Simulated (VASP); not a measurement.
**B31N32 (a cell with a defect): relaxation of the atoms with PBEsol**

B31N32 (a cell with a defect):

```
B N
1.0
     7.21159    0.00000    0.00000
     0.00000    7.21159    0.00000
     0.00000    0.00000    7.21159
B N
31 32
Direct
  0.99448 0.00439 0.99947
  0.00312 0.00068 0.49908
  0.99864 0.49816 0.99957
  0.00187 0.50427 0.49824
  0.50057 0.00301 0.00128
  0.49645 0.99749 0.50109
  0.50170 0.50159 0.99351
  0.25047 0.25356 0.99913
  0.25166 0.25218 0.50026
  0.24854 0.75130 0.99604
  0.25531 0.75046 0.49852
  0.75053 0.25055 0.99589
  0.74600 0.24717 0.49366
  0.74678 0.74494 0.99466
  0.75406 0.74871 0.49892
  0.24797 0.99951 0.24854
  0.25045 0.00305 0.74575
  0.24884 0.50087 0.25398
  0.25025 0.50090 0.74919
  0.75264 0.00350 0.25379
  0.75023 0.99986 0.75001
  0.74526 0.49768 0.24810
  0.74700 0.49308 0.74843
  0.00138 0.25075 0.25306
  0.99962 0.24645 0.74686
  0.00092 0.75494 0.25467
  0.00154 0.74517 0.74719
  0.50237 0.24494 0.25340
  0.50155 0.24937 0.75592
  0.50027 0.74925 0.25040
  0.50310 0.74602 0.75136
  0.12470 0.12345 0.12123
  0.12320 0.12418 0.62313
  0.12665 0.62551 0.12720
  0.12422 0.62131 0.62407
  0.62996 0.12476 0.12255
  0.62444 0.12601 0.62682
  0.62519 0.62464 0.12326
  0.62202 0.62855 0.62268
  0.38014 0.37388 0.12365
  0.37741 0.37671 0.62349
  0.38009 0.87327 0.12106
  0.37495 0.87753 0.62730
  0.87187 0.37407 0.12626
  0.87655 0.37092 0.62461
  0.87337 0.87930 0.12711
  0.87391 0.87024 0.62187
  0.37628 0.12048 0.37678
  0.37633 0.12674 0.87368
  0.37344 0.62141 0.37732
  0.37449 0.62629 0.87682
  0.87407 0.12612 0.37355
  0.87780 0.12792 0.87439
  0.87542 0.62599 0.37336
  0.87600 0.62828 0.87467
  0.12328 0.37844 0.37570
  0.12681 0.37486 0.87392
  0.11933 0.87857 0.37196
  0.12705 0.87219 0.87724
  0.62236 0.37676 0.37620
  0.62704 0.37772 0.87498
  0.62557 0.86757 0.37139
  0.62948 0.87640 0.87431
```

```json
{
 "Program": "VASP 6.6.1",
 "Task": "relaxation of the atoms",
 "Functional": "PBEsol",
 "Potentials or basis": "VASP PAW PBE potentials, release 64 (B, N)",
 "Cutoff": "520 eV",
 "k mesh": "1 × 1 × 1, shifted",
 "Occupations": "fermi-dirac, width 0.05 eV",
 "Spin": "no spin polarisation",
 "Dipole correction": "no",
 "Charge": "-3",
 "Further INCAR settings": "LREAL = Auto; ALGO = Normal; EDIFF = 1e-07; ISYM = -1; IBRION = 2; EDIFFG = -0.03; NSW = 100; NELECT = 256.0"
}
```

```json
{"Energy gained by relaxing": "53.0 meV/atom", "Ionic steps": "13", "Largest force after relaxing": "0.030 eV/Å"}
```

Forces on the atoms (eV/Å):
```
B   -0.007 -0.006  0.004
B   -0.009  0.004  0.003
B    0.001 -0.012 -0.005
B    0.006  0.006  0.004
B   -0.006  0.005 -0.004
B    0.003  0.015  0.008
B   -0.003  0.003 -0.002
B   -0.003 -0.011 -0.001
B   -0.002  0.006 -0.005
B   -0.020  0.006 -0.014
B    0.008 -0.009  0.004
B    0.010 -0.012 -0.001
B    0.001  0.008  0.013
B    0.004  0.012 -0.004
B   -0.001  0.007  0.002
B   -0.008  0.010 -0.011
B   -0.009 -0.007  0.004
B   -0.009 -0.023 -0.002
B    0.001 -0.001 -0.004
B    0.017  0.004 -0.008
B   -0.011  0.003  0.015
B    0.007  0.003  0.003
B   -0.004  0.003 -0.004
B    0.010 -0.010 -0.011
B   -0.013 -0.016  0.019
B   -0.001  0.005 -0.008
B    0.000  0.000  0.016
B    0.007  0.006  0.007
B   -0.001  0.008 -0.014
B    0.008 -0.006  0.008
B   -0.006  0.005 -0.001
N    0.006 -0.011 -0.006
N   -0.010 -0.011 -0.026
N    0.005 -0.016  0.002
N   -0.005  0.008  0.010
N   -0.022  0.005  0.007
N    0.009  0.023 -0.001
N    0.007  0.005  0.011
N    0.008 -0.007 -0.009
N    0.005 -0.005  0.008
N   -0.006  0.010 -0.001
N    0.011 -0.008  0.005
N   -0.006  0.002 -0.015
N    0.000  0.017  0.000
N    0.000 -0.008  0.013
N    0.006  0.004  0.008
N    0.000 -0.002 -0.012
N    0.006  0.003 -0.003
N    0.013  0.001 -0.005
N    0.014  0.004  0.000
N    0.000 -0.001 -0.002
N   -0.004 -0.006  0.007
N    0.004 -0.003  0.001
N   -0.007  0.004  0.008
N   -0.009 -0.016 -0.005
N    0.001  0.000 -0.005
N    0.000  0.002  0.004
N    0.002 -0.002  0.013
N    0.008 -0.008  0.001
N    0.010  0.012 -0.003
N    0.005  0.007 -0.009
N   -0.006 -0.012 -0.003
N   -0.014  0.003 -0.001
```

The path:
```
step  energy change (eV)  largest force (eV/Å)  pressure (GPa)
   1              0.0000                4.3784           16.28
   2              2.8965                9.3908           24.00
   3             -2.9214                1.3240           17.10
   4             -3.0584                1.4532           18.21
   5             -3.2608                0.5174           17.57
   6             -3.3133                0.4794           17.82
   7             -3.3222                0.2591           17.74
   8             -3.3358                0.1731           17.91
   9             -3.3378                0.1168           17.86
  10             -3.3405                0.0813           17.87
  11             -3.3408                0.0530           17.87
  12             -3.3415                0.0326           17.89
  13             -3.3415                0.0299           17.88
```

Final structure:
```xyz
63
Lattice="7.2116 0.0000 0.0000 0.0000 7.2116 0.0000 0.0000 0.0000 7.2116" Properties=species:S:1:pos:R:3 pbc="T T T"
B     0.0011    7.2106    7.2062
B     0.0010    7.2096    3.6022
B     0.0005    3.6066    7.2060
B     0.0006    3.6039    3.6001
B     3.6090    7.2092    7.2059
B     3.6065    7.2088    3.6005
B     3.6066    3.6038    7.2064
B     1.8101    1.8085    7.2096
B     1.8378    1.8345    3.6359
B     1.8099    5.4019    7.2046
B     1.8335    5.3771    3.5676
B     5.4043    1.8069    7.2042
B     5.3787    1.8305    3.5670
B     5.4035    5.4003    7.2067
B     5.3753    5.3720    3.6311
B     1.8103    0.0014    1.8044
B     1.8098    7.2083    5.3985
B     1.8373    3.6401    1.8313
B     1.8345    3.5712    5.3730
B     5.4039    7.2076    1.8032
B     5.4043    7.2099    5.3967
B     5.3783    3.5706    1.8276
B     5.3755    3.6346    5.3692
B     0.0038    1.8084    1.8047
B     7.2109    1.8077    5.3972
B     7.2101    5.4017    1.8031
B     0.0018    5.4009    5.3966
B     3.6409    1.8339    1.8306
B     3.5740    1.8304    5.3740
B     3.5734    5.3770    1.8273
B     3.6379    5.3725    5.3695
N     0.9061    0.9045    0.9006
N     0.8897    0.8870    4.5052
N     0.8890    4.5089    0.8829
N     0.9056    4.5042    4.5003
N     4.5113    0.8861    0.8826
N     4.5068    0.9014    4.5009
N     4.5066    4.5041    0.8988
N     4.5807    4.5780    4.5748
N     2.7118    2.7099    0.9005
N     2.6358    2.6318    4.5789
N     2.7068    6.3262    0.8829
N     2.7100    6.3093    4.5010
N     6.3283    2.7042    0.8831
N     6.3119    2.7075    4.4996
N     6.3114    6.3091    0.8985
N     6.3269    6.3236    4.5038
N     2.7119    0.9037    2.7061
N     2.7068    0.8866    6.3229
N     2.6346    4.5826    2.6288
N     2.7101    4.5040    6.3062
N     6.3285    0.8867    2.7007
N     6.3119    0.9029    6.3050
N     6.3120    4.5036    2.7032
N     6.3268    4.5079    6.3201
N     0.9070    2.7098    2.7063
N     0.8892    2.7049    6.3220
N     0.8890    6.3260    2.7004
N     0.9050    6.3096    6.3055
N     4.5837    2.6315    2.6285
N     4.5066    2.7069    6.3064
N     4.5067    6.3095    2.7037
N     4.5108    6.3234    6.3202
```

Levels at points of the mesh, in eV from the Fermi level:
| k point | band 124 | band 125 | band 126 | band 127 | band 128 | band 129 | band 130 | band 131 | band 132 | band 133 |
| --- | --- | --- | --- | --- | --- | --- | --- | --- | --- | --- |
| (0.25, 0.25, 0.25) | -3.38 | -3.38 | -1.73 | -1.26 | -1.26 | 2.67 | 2.67 | 2.71 | 4.00 | 4.00 |

It took 29 min on 1 thread of Intel(R) Xeon(R) Platinum 8259CL CPU @ 2.50GHz (Skylake/Cascade Lake), on a shared host, peak memory 0.45 GiB.

Caveat: the cell carries a net charge on a neutralising background, which shifts energy and pressure; the cell is charged against a uniform background, so pressure and absolute levels hang on convention; the PAW data sets were made with another functional, which shifts forces and pressure a little.
